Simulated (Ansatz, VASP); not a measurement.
**One calculation of Al15As16, two programs**

```xyz
31
Lattice="5.7279 5.7279 5.7279 -5.7279 5.7279 -5.7279 -5.7279 -5.7279 5.7279" Properties=species:S:1:pos:R:3 pbc="T T T"
Al    0.0076    5.7525   -0.0246
Al   -2.8885    2.8563    5.7033
Al    0.0000    2.8640    2.8640
Al    2.8885    5.7033    2.8716
Al   -5.7279   -2.8640    2.8640
Al    0.0076   -0.0246    5.7525
Al    2.8885    2.8716    5.7033
Al   -0.0076   -0.0246   -0.0246
Al   -2.8394   -2.8716    5.7525
Al   -2.8885    5.7033    2.8563
Al   -5.7279    2.8640   -2.8640
Al   -2.8394    5.7525   -2.8716
Al   -5.7356    0.0246    0.0246
Al   -2.8885    2.8716    0.0246
Al   -2.8885    0.0246    2.8716
As    4.3439    4.2480    4.2480
As   -1.4379    7.1539    1.4285
As   -4.2900    4.3019   -4.2994
As   -1.4355    4.3019    4.3019
As   -4.2900    1.4260   -1.4285
As   -1.4379    4.2994   -1.4260
As   -1.4379    1.4285    7.1539
As   -4.2900   -1.4285    1.4260
As   -1.4355    1.4260    1.4260
As    1.4355    4.3019    1.4260
As   -4.2900   -4.2994    4.3019
As   -1.4379   -1.4260    4.2994
As    1.4355    1.4260    4.3019
As   -7.1119    1.4799    1.4799
As   -4.3439    4.2480    1.4799
As   -4.3439    1.4799    4.2480
```

Change from the starting cell: Al vacancy (site a), charge +0, atoms relaxed at the host's cell.

Alike in both runs: functional PBE; k mesh 3 × 3 × 3; occupations gaussian, width 0.01 eV; collinear spin.

Ansatz relaxed the structure, and its values are those at the end. VASP's run is a single point on that final structure, the one shown.

|  | VASP | Ansatz |
| --- | --- | --- |
| version | VASP 6.6.1 | Ansatz 0.2.0 |
| potentials or method | VASP PAW PBE potentials, release 64 (Al, As), cutoff 400 eV | scalar-relativistic, plane waves, PAW |
| valence electrons in the cell | 125 | 285 |

VASP gave:

- gap on the k mesh at the Fermi level (eV): none
- rms of the force components (eV/Å): 0.014
- net moment per atom (μB): 0.06
- size of the moment on the site where the two differ most (μB): 0.16

Q: Estimate Ansatz's values.

A: gap on the k mesh at the Fermi level (eV): none; rms of the force components (eV/Å): 0.012; net moment per atom (μB): 0.06; size of the moment on the site where the two differ most (μB): 0.16.

Site moments also hang on the region over which each program counts them. A gap of «none» marks a metal or a gap that the smearing closes. With one functional, cell and mesh, what is left measures potentials, basis and numerics. VASP's potentials hold 125 valence electrons a cell and Ansatz's 285, so a difference there can come from the potentials and not from the codes.
